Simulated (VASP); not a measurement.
# Tl (Pm-3m) in VASP: notebook

The runs below take Tl through single point, with PBE.

Everything below comes from runs of VASP 6.6.1. Logs are shortened: lines on timing, memory, paths and dates and some standing lists are left out, and cuts for length are marked.

## (1) The cell of the first run

It takes space group Pm-3m (No. 221, cubic). The conventional cell has a = 2.581 Å, b = 2.581 Å, c = 2.581 Å, α = 90.00°, β = 90.00°, γ = 90.00°. Tl (site symmetry m-3m) has 6 Tl at 2.58 Å within 3.4 Å.

This isn't the form of Tl at room conditions, which is hcp.

## (2) Single point, PBE (17.19 Å³/atom)

INCAR

```
SYSTEM = Tl
PREC     = Accurate       ! precision mode
ENCUT    = 520            ! plane-wave cutoff, eV
EDIFF    = 1E-6           ! SCF threshold, eV
ISMEAR   = -1             ! smearing method
SIGMA    = 0.08           ! smearing width, eV
LREAL    = .False.        ! projectors in reciprocal space
LASPH    = .True.         ! aspherical terms in the spheres
NELM     = 80             ! most SCF steps
ALGO     = Normal         ! electronic algorithm
ISIF     = 2              ! what is computed and relaxed
LWAVE    = .False.        ! write WAVECAR
LCHARG   = .False.        ! write CHGCAR
GGA      = PE             ! functional
NBANDS   = 12             ! bands
```

KPOINTS

```
regular mesh
0
Gamma
  12 12 12
  0 0 0
```

POSCAR

```
Tl
1.0
    2.5807992472      0.0000000000      0.0000000000
    0.0000000000      2.5807992472      0.0000000000
    0.0000000000      0.0000000000      2.5807992472
Tl
1
Direct
    0.0000000000      0.0000000000      0.0000000000
```

Potentials or basis: VASP PAW PBE potentials, release 64 (Tl_d).

The run is started by

```console
cat potpaw_PBE.64/Tl_d/POTCAR > POTCAR
mpirun -np 1 vasp_std > vasp.out
```

OUTCAR:

```text
SYSTEM = Tl
   PREC = Accurate
   ENCUT = 520
   EDIFF = 1E-6
   ISMEAR = -1
   LREAL = .False.
   LASPH = .True.
   NELM = 80
   ISIF = 2
   GGA = PE

 ion  position               nearest neighbor table
   1  0.000  0.000  0.000-

  LATTYP: Found a simple cubic cell.
 ALAT       =     2.5807992472

  Lattice vectors:

 A1 = (   2.5807992472,   0.0000000000,   0.0000000000)
 A2 = (   0.0000000000,   2.5807992472,   0.0000000000)
 A3 = (   0.0000000000,   0.0000000000,   2.5807992472)

Analysis of symmetry for initial positions (statically):
=====================================================================
 Subroutine PRICEL returns:
 Original cell was already a primitive cell.

 Routine SETGRP: Setting up the symmetry group for a
 simple cubic supercell.

 Subroutine GETGRP returns: Found 48 space group operations
 (whereof 48 operations were pure point group operations)
 out of a pool of 48 trial point group operations.

The static configuration has the point symmetry O_h .

Analysis of symmetry for dynamics (positions and initial velocities):
=====================================================================
 Subroutine PRICEL returns:
 Original cell was already a primitive cell.

 Routine SETGRP: Setting up the symmetry group for a
 simple cubic supercell.

 Subroutine GETGRP returns: Found 48 space group operations
 (whereof 48 operations were pure point group operations)
 out of a pool of 48 trial point group operations.

The dynamic configuration has the point symmetry O_h .

 Subroutine INISYM returns: Found 48 space group operations
 (whereof 48 operations are pure point group operations),
 and found     1 'primitive' translations

----------------------------------------------------------------------------------------

                                     Primitive cell

  volume of cell :      17.1895

  direct lattice vectors                    reciprocal lattice vectors
     2.580799247  0.000000000  0.000000000     0.387476864  0.000000000  0.000000000
     0.000000000  2.580799247  0.000000000     0.000000000  0.387476864  0.000000000
     0.000000000  0.000000000  2.580799247     0.000000000  0.000000000  0.387476864

  length of vectors
     2.580799247  2.580799247  2.580799247     0.387476864  0.387476864  0.387476864

  position of ions in fractional coordinates (direct lattice)
     0.000000000  0.000000000  0.000000000
[... 81 lines left out ...]
   NFREE  =      0    steps in history (QN), initial steepest desc. (CG)
   ISIF   =      2    stress and relaxation
   ISYM   =      2    0-nonsym 1-usesym 2-fastsym
   POTIM  = 0.5000    time-step for ionic-motion
   TEBEG  =    0.0;   TEEND  =   0.0 temperature during run
   PSTRESS=    0.0 pullay stress
   NELECT =      13.0000    total number of electrons
   NUPDOWN=      -1.0000    fix difference up-down
   EMIN   =  10.00;   EMAX   =-10.00  energy-range for DOS
   EFERMI =   0.00;   METHOD = LEGACY
   ISMEAR =    -1;   SIGMA  =   0.08  broadening in eV -4-tet -1-fermi 0-gaus
   EFERMI_NEDOS =   21; number of points for ismear=-14 and -15
   IALGO  =     38    algorithm
   IMIX   =      4    mixing-type and parameters
     AMIX     =   0.40;   BMIX     =  1.00
     AMIX_MAG =   1.60;   BMIX_MAG =  1.00
  volume/ion in A,a.u.               =      17.19       116.00
  Fermi-wavevector in a.u.,A,eV,Ry     =   1.491541  2.818603 30.268788  2.224693
  Thomas-Fermi vector in A             =   2.604183
   LORBIT       =      0    0 simple, 1 ext, 2 COOP (PROOUT), +10 PAW based schemes
   GGA     = PE    functional components
   LHFCALC =     F    Hartree Fock is set to
   AEXX    =    0.0000 exact exchange contribution
   IVDW    =     0    specifies the selected vdW correction
   LEPSILON=     F    determine dielectric tensor
   LRPA    =     F    only Hartree local field effects (RPA)
 non-spin polarized calculation
  energy-cutoff  :      520.00
  volume of cell :       17.19
 maximum number of plane-waves:       480
 NGX is ok and might be reduce to    20
   NGX =  9   NGY =  9   NGZ =  9

 number of electron      12.9999995 magnetization

 Free energy of the ion-electron system (eV)
  ---------------------------------------------------
  ext. energy  EPLUGINS =         0.00000000
  ---------------------------------------------------
  free energy    TOTEN  =         0.49751814 eV

  energy without entropy =        0.50486908  energy(sigma->0) =        0.50119361

 E-fermi :  14.0023     XC(G=0): -12.9129

 val. band max:       13.9799452755   @ k =   0.5000   0.3333   0.3333
 cond. band min:      14.1183463917   @ k =   0.3333   0.1667   0.0833
 fundamental gap:      0.1384011162
 Fermi energy:        14.0022783711

 k-point     1 :       0.0000    0.0000    0.0000
  band No.  band energies     occupation
      1      -1.6387      2.00000
      2      -1.6387      2.00000
      3      -1.1864      2.00000
      4       2.2980      2.00000
      5       2.2980      2.00000
      6       2.2980      2.00000
      7      23.3170      0.00000
      8      23.3170      0.00000
      9      23.3170      0.00000
     10      29.1521      0.00000
     11      30.9405      0.00000
     12      30.9405      0.00000
[... 331 lines left out ...]
 k-point    24 :       0.4167    0.3333    0.0000
  band No.  band energies     occupation
      1      -0.8148      2.00000
      2      -0.6496      2.00000
      3       1.2595      2.00000
      4       1.5010      2.00000
      5       2.0609      2.00000
      6       7.5188      2.00000
      7      12.7027      2.00000
      8      17.8590      0.00000
      9      22.7527      0.00000
     10      29.5407      0.00000
     11      31.9970      0.00000
     12      32.6498      0.00000

 [... further k-points ...]

------------------------ aborting loop because EDIFF is reached ----------------------------------------

  FORCE on cell =-STRESS in cart. coord.  units (eV):
  Direction    XX          YY          ZZ          XY          YZ          ZX
  --------------------------------------------------------------------------------------
  -------------------------------------------------------------------------------------
  Total       10.9200798     10.9200798     10.9200798     -0.0000000     -0.0000000      0.0000000
  in kB     1017.8264351   1017.8264351   1017.8264351     -0.0000000     -0.0000000      0.0000000
  external PRESSURE =    1017.8264351 kB  Pullay stress =       0.0000000 kB

 VOLUME and BASIS-vectors are now :
 -----------------------------------------------------------------------------
  energy-cutoff  :      520.00
  volume of cell :       17.19
      direct lattice vectors                 reciprocal lattice vectors
     2.580799247  0.000000000  0.000000000     0.387476864  0.000000000  0.000000000
     0.000000000  2.580799247  0.000000000     0.000000000  0.387476864  0.000000000
     0.000000000  0.000000000  2.580799247     0.000000000  0.000000000  0.387476864

 POSITION                                       TOTAL-FORCE (eV/Angst)
 -----------------------------------------------------------------------------------
      0.00000      0.00000      0.00000         0.000000      0.000000      0.000000
 -----------------------------------------------------------------------------------
    total drift:                                0.000000      0.000000     -0.000000

  FREE ENERGIE OF THE ION-ELECTRON SYSTEM (eV)
  ---------------------------------------------------
  free  energy   TOTEN  =         0.4975181422 eV

  energy  without entropy=        0.5048690807  energy(sigma->0) =        0.50119361
```

OSZICAR:

```text
N       E                     dE             d eps       ncg     rms          rms(c)
DAV:   1     0.597561785969E+02    0.59756E+02   -0.71086E+03  2088   0.102E+03
DAV:   2     0.117054855494E+01   -0.58586E+02   -0.57291E+02  2308   0.241E+02
DAV:   3     0.372586802998E+00   -0.79796E+00   -0.79749E+00  2392   0.250E+01
DAV:   4     0.369630306935E+00   -0.29565E-02   -0.29563E-02  2300   0.174E+00
DAV:   5     0.369605862956E+00   -0.24444E-04   -0.24443E-04  2388   0.149E-01    0.150E+01
DAV:   6     0.463310368683E+00    0.93705E-01   -0.87673E-02  2128   0.343E+00    0.921E+00
DAV:   7     0.495654995340E+00    0.32345E-01   -0.62888E-02  2116   0.289E+00    0.828E-01
DAV:   8     0.497532855361E+00    0.18779E-02   -0.81631E-03  2164   0.985E-01    0.846E-02
DAV:   9     0.497522124216E+00   -0.10731E-04   -0.69902E-05  2400   0.877E-02    0.210E-02
DAV:  10     0.497518146600E+00   -0.39776E-05   -0.32094E-06  2256   0.202E-02    0.238E-03
DAV:  11     0.497518142217E+00   -0.43826E-08   -0.52651E-07  1252   0.729E-03
   1 F= 0.49751814E+00 E0= 0.50119361E+00  d E =-.735094E-02
```

Run time: 11 s. Hardware: 1 thread of Intel Xeon 8259CL, shared host; peak memory 0.13 GiB.

What came out:

| Property | Result |
| --- | --- |
| Free energy | 0.4975 eV |
| Pressure | 101.8 GPa |
| Band gap on the k mesh | zero (an odd number of electrons rules out a gap without spin polarisation) |

Caveat: the cell stands under pressure; spin-orbit coupling is left out, which moves the levels of the heavy elements.

## (3) Single point, PBE (20.63 Å³/atom)

This run uses another cell than the first one, of 20.63 Å³/atom.

INCAR

```
SYSTEM = Tl
ALGO = Normal ; EDIFF = 1E-6
ENCUT = 520 ; GGA = PE
ISIF = 2 ; ISMEAR = -1
LASPH = .TRUE. ; LCHARG = .TRUE.
LELF = .TRUE. ; LREAL = .FALSE.
LVHAR = .TRUE. ; LWAVE = .FALSE.
NBANDS = 12 ; NELM = 60
PREC = Accurate ; SIGMA = 0.08
```

KPOINTS

```
k-points
0
G
  12 12 12
  0 0 0
```

POSCAR

```
Tl
1.0
    2.7425084354      0.0000000000      0.0000000000
    0.0000000000      2.7425084354      0.0000000000
    0.0000000000      0.0000000000      2.7425084354
Tl
1
Direct
    0.0000000000      0.0000000000      0.0000000000
```

Potentials or basis: VASP PAW PBE potentials, release 64 (Tl_d).

The run is started by

```console
cat potpaw_PBE.64/Tl_d/POTCAR > POTCAR
mpirun -np 1 vasp_std > vasp.out
```

OUTCAR:

```text
SYSTEM = Tl
   EDIFF = 1E-6
   ENCUT = 520
   GGA = PE
   ISIF = 2
   ISMEAR = -1
   LASPH = .TRUE.
   LREAL = .FALSE.
   NELM = 60
   PREC = Accurate

 ion  position               nearest neighbor table
   1  0.000  0.000  0.000-

  LATTYP: Found a simple cubic cell.
 ALAT       =     2.7425084354

  Lattice vectors:

 A1 = (   2.7425084354,   0.0000000000,   0.0000000000)
 A2 = (   0.0000000000,   2.7425084354,   0.0000000000)
 A3 = (   0.0000000000,   0.0000000000,   2.7425084354)

Analysis of symmetry for initial positions (statically):
=====================================================================
 Subroutine PRICEL returns:
 Original cell was already a primitive cell.

 Routine SETGRP: Setting up the symmetry group for a
 simple cubic supercell.

 Subroutine GETGRP returns: Found 48 space group operations
 (whereof 48 operations were pure point group operations)
 out of a pool of 48 trial point group operations.

The static configuration has the point symmetry O_h .

Analysis of symmetry for dynamics (positions and initial velocities):
=====================================================================
 Subroutine PRICEL returns:
 Original cell was already a primitive cell.

 Routine SETGRP: Setting up the symmetry group for a
 simple cubic supercell.

 Subroutine GETGRP returns: Found 48 space group operations
 (whereof 48 operations were pure point group operations)
 out of a pool of 48 trial point group operations.

The dynamic configuration has the point symmetry O_h .

 Subroutine INISYM returns: Found 48 space group operations
 (whereof 48 operations are pure point group operations),
 and found     1 'primitive' translations

----------------------------------------------------------------------------------------

                                     Primitive cell

  volume of cell :      20.6274
[... 111 lines left out ...]
   LORBIT       =      0    0 simple, 1 ext, 2 COOP (PROOUT), +10 PAW based schemes
   GGA     = PE    functional components
   LHFCALC =     F    Hartree Fock is set to
   AEXX    =    0.0000 exact exchange contribution
   IVDW    =     0    specifies the selected vdW correction
   LEPSILON=     F    determine dielectric tensor
   LRPA    =     F    only Hartree local field effects (RPA)
 non-spin polarized calculation
  energy-cutoff  :      520.00
  volume of cell :       20.63
 maximum number of plane-waves:       587
   NGX = 11   NGY = 11   NGZ = 11

 number of electron      12.9999989 magnetization

 Free energy of the ion-electron system (eV)
  ---------------------------------------------------
  ext. energy  EPLUGINS =         0.00000000
  ---------------------------------------------------
  free energy    TOTEN  =        -0.98607132 eV

  energy without entropy =       -0.97714863  energy(sigma->0) =       -0.98160998

 E-fermi :  10.8193     XC(G=0): -11.8474

 val. band max:       10.6651987179   @ k =   0.3333   0.1667   0.0000
 cond. band min:      10.8216132223   @ k =   0.5000   0.4167   0.2500
 fundamental gap:      0.1564145044
 Fermi energy:        10.8192985658

 k-point     1 :       0.0000    0.0000    0.0000
  band No.  band energies     occupation
      1      -3.3180      2.00000
      2      -3.3180      2.00000
      3      -2.2875      2.00000
      4      -0.5862      2.00000
      5      -0.5862      2.00000
      6      -0.5862      2.00000
      7      19.5345      0.00000
      8      19.5345      0.00000
      9      19.5345      0.00000
     10      24.3533      0.00000
     11      25.9558      0.00000
     12      25.9558      0.00000
[... 331 lines left out ...]
 k-point    24 :       0.4167    0.3333    0.0000
  band No.  band energies     occupation
      1      -2.7044      2.00000
      2      -2.5139      2.00000
      3      -1.2826      2.00000
      4      -1.1198      2.00000
      5      -0.6618      2.00000
      6       4.8805      2.00000
      7       9.7524      2.00000
      8      13.8680      0.00000
      9      18.9031      0.00000
     10      25.8489      0.00000
     11      27.5297      0.00000
     12      27.9548      0.00000

 [... further k-points ...]

------------------------ aborting loop because EDIFF is reached ----------------------------------------

  FORCE on cell =-STRESS in cart. coord.  units (eV):
  Direction    XX          YY          ZZ          XY          YZ          ZX
  --------------------------------------------------------------------------------------
  -------------------------------------------------------------------------------------
  Total        5.7353397      5.7353397      5.7353397     -0.0000000     -0.0000000     -0.0000000
  in kB      445.4775399    445.4775399    445.4775399     -0.0000000     -0.0000000     -0.0000000
  external PRESSURE =     445.4775399 kB  Pullay stress =       0.0000000 kB

 VOLUME and BASIS-vectors are now :
 -----------------------------------------------------------------------------
  energy-cutoff  :      520.00
  volume of cell :       20.63
      direct lattice vectors                 reciprocal lattice vectors
     2.742508435  0.000000000  0.000000000     0.364629690  0.000000000  0.000000000
     0.000000000  2.742508435  0.000000000     0.000000000  0.364629690  0.000000000
     0.000000000  0.000000000  2.742508435     0.000000000  0.000000000  0.364629690

 POSITION                                       TOTAL-FORCE (eV/Angst)
 -----------------------------------------------------------------------------------
      0.00000      0.00000      0.00000         0.000000      0.000000      0.000000
 -----------------------------------------------------------------------------------
    total drift:                               -0.000000      0.000000      0.000000

  FREE ENERGIE OF THE ION-ELECTRON SYSTEM (eV)
  ---------------------------------------------------
  free  energy   TOTEN  =        -0.9860713226 eV

  energy  without entropy=       -0.9771486314  energy(sigma->0) =       -0.98160998
```

It took 11 s on 1 thread of Intel Xeon 8259CL, shared host; peak memory 0.14 GiB.

What came out:

- Free energy: -0.9861 eV
- Pressure: 44.5 GPa
- Band gap on the k mesh: zero (an odd number of electrons rules out a gap without spin polarisation)

Caveat: the cell stands under pressure; spin-orbit coupling is left out, which moves the levels of the heavy elements.

[end of part 1 of 2]

The gap in the log of VASP goes by the Fermi energy; the results here count the filled bands.